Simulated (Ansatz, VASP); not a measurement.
**One calculation of Ga, two programs**

INCAR

```
  ALGO = Fast
  EDIFF = 1E-7
  ENCUT = 520
  ISIF = 2
  ISMEAR = 0
  LASPH = True
  LCHARG = False
  LREAL = False
  LWAVE = False
  NBANDS = 12
  NELM = 100
  PREC = Accurate
  SIGMA = 0.15
```

The input KPOINTS:

```
k-points
0
Gamma
  26 26 26
```

POSCAR

```
Ga
1.0
   -1.3212145845      1.3212145845      2.5170831701
    1.3212145845     -1.3212145845      2.5170831701
    1.3212145845      1.3212145845     -2.5170831701
Ga
1
Direct
    0.0000000000      0.0000000000      0.0000000000
```

Input for Ansatz:

```yaml
crystal:
  lattice:
    - [-1.3212145845, 1.3212145845, 2.5170831701]
    - [1.3212145845, -1.3212145845, 2.5170831701]
    - [1.3212145845, 1.3212145845, -2.5170831701]
  atoms:
    - { symbol: Ga, position: [0.0, 0.0, 0.0] }
basis:
  ecutwfc: 420
kpoints:
  mp_grid: { grid: [26, 26, 26] }
hamiltonian:
  xc: lda
scf:
  occupations: { method: gaussian, width: 0.15 }
output:
  forces: true
  stress: true
  eigenvalues: true
```

Alike in both runs: task single point; functional LDA; k mesh 26 × 26 × 26; occupations gaussian, width 0.15 eV; no spin polarisation.

|  | VASP | Ansatz |
| --- | --- | --- |
| version | VASP 6.6.1 | Ansatz 0.2.0 |
| potentials or method | VASP PAW LDA potentials, release 64 (Ga_d), cutoff 520 eV | scalar-relativistic, plane waves, PAW |
| valence electrons in the cell | 13 | 13 |

VASP gave:

```
gap on the k mesh at the Fermi level (eV)                     : none
pressure (GPa)                                                : -0.4
traceless stress, the component that is largest in VASP (GPa) : -3.18
```

Q: What did Ansatz give for the same quantities?

A: gap on the k mesh at the Fermi level (eV): none; pressure (GPa): -0.6; traceless stress, the component that is largest in VASP (GPa): -3.09.

LDA's correlation is that of Perdew and Zunger in VASP and of Perdew and Wang (1992) in Ansatz. A gap of «none» marks a metal or a gap that the smearing closes.
